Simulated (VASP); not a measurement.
Write the native input for VASP 6.6.1 that does the following.

| Property | Result |
| --- | --- |
| Task | single point |
| Functional | PBE |
| Potentials or basis | VASP PAW PBE potentials, release 64 (Ge_d, Ga_d, Li_sv) |
| Cutoff | 520 eV |
| k mesh | 5 × 5 × 5 |
| Occupations | gaussian, width 0.2982 eV |
| Spin | no spin polarisation |
| Dipole correction | no |
| Further INCAR settings | ALGO = Normal; EDIFF = 1e-07; NBANDS = 36 |

The structure of Li4GaGe2 lies in POSCAR:

```
Li4GaGe2
1.0
    4.6792210000      0.0000000000      0.0000000000
   -2.3396110000      4.0523320000      0.0000000000
   -2.3396110000      1.3507770000      6.4062940000
Ge Ga Li
2 1 4
Direct
    0.4069500000      0.5930500000      0.2208500000
    0.2664500000      0.7335500000      0.7993500000
    0.1244000000      0.8756000000      0.3732000000
    0.8360000000      0.1640000000      0.5080000000
    0.7006000000      0.2994000000      0.1018000000
    0.9967000000      0.0033000000      0.9901000000
    0.5410000000      0.4590000000      0.6230000000
```

One way to write it, as run:

INCAR

```
SYSTEM = Li4GaGe2
  ALGO = Normal
  EDIFF = 1E-7
  ENCUT = 520
  GGA = PE
  ISIF = 2
  ISMEAR = 0
  LASPH = .True.
  LCHARG = .False.
  LREAL = .False.
  LWAVE = .False.
  NBANDS = 36
  NELM = 100
  PREC = Accurate
  SIGMA = 0.2982
```

KPOINTS

```
k-points
0
Gamma
  5 5 5
  0 0 0
```

Potentials or basis: VASP PAW PBE potentials, release 64 (Ge_d, Ga_d, Li_sv).

Command:

```sh
$ cat potpaw_PBE.64/Ge_d/POTCAR potpaw_PBE.64/Ga_d/POTCAR potpaw_PBE.64/Li_sv/POTCAR > POTCAR
$ mpirun -np 1 vasp_std > vasp.out
```

It gave:

The largest force is 0.982 eV/Å and the band gap on the k mesh is zero (an odd number of electrons rules out a gap without spin polarisation).

It took 71 s on 1 thread of Intel(R) Xeon(R) Platinum 8559C (Emerald Rapids), with other jobs on the host, peak memory 0.29 GiB.
